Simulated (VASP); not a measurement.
Input of a VASP 6.6.1 run:

Contents of INCAR:

```
PREC = Accurate ; ENCUT = 520
EDIFF = 1E-6 ; ISMEAR = 0
SIGMA = 0.1 ; LREAL = F
LASPH = T ; NELM = 100
ALGO = Normal ; ISIF = 2
LWAVE = F ; LCHARG = F
GGA = PE ; NBANDS = 26
```

KPOINTS

```
Automatic mesh
0
Gamma
  6 6 2
```

File POSCAR:

```
AlZnC2N2
1.0
    3.1041579715      0.0000000000      0.0000000000
   -1.5520789857      2.6882796607      0.0000000000
    0.0000000000      0.0000000000      9.8571286126
Al Zn C N
1 1 2 2
Direct
    0.0000000000      0.0000000000      0.5000000000
    0.0000000000      0.0000000000      0.0000000000
    0.0000000000      0.0000000000      0.8116178666
    0.0000000000      0.0000000000      0.1883821334
    0.0000000000      0.0000000000      0.6925359817
    0.0000000000      0.0000000000      0.3074640183
```

Potentials or basis: VASP PAW PBE potentials, release 64 (Al, Zn, C, N).

Launch:

```console
$ cat potpaw_PBE.64/Al/POTCAR potpaw_PBE.64/Zn/POTCAR potpaw_PBE.64/C/POTCAR potpaw_PBE.64/N/POTCAR > POTCAR
$ mpirun -np 1 vasp_std > vasp.out
```

**Question.** What does it give for the pressure?

**Answer.** 0.5 GPa.

**Question.** Predict the largest force.

**Answer.** 0.364 eV/Å.

Stress tensor (GPa, compression positive):
```
-0.09  0.00  0.00
 0.00 -0.09  0.00
 0.00  0.00  1.71
```

Caveat: the k points lie up to 0.39 Å⁻¹ apart, too coarse for converged energies and pressures of a metal; an odd number of electrons without spin polarisation forces a metal; a magnetic or distorted state may lie lower.
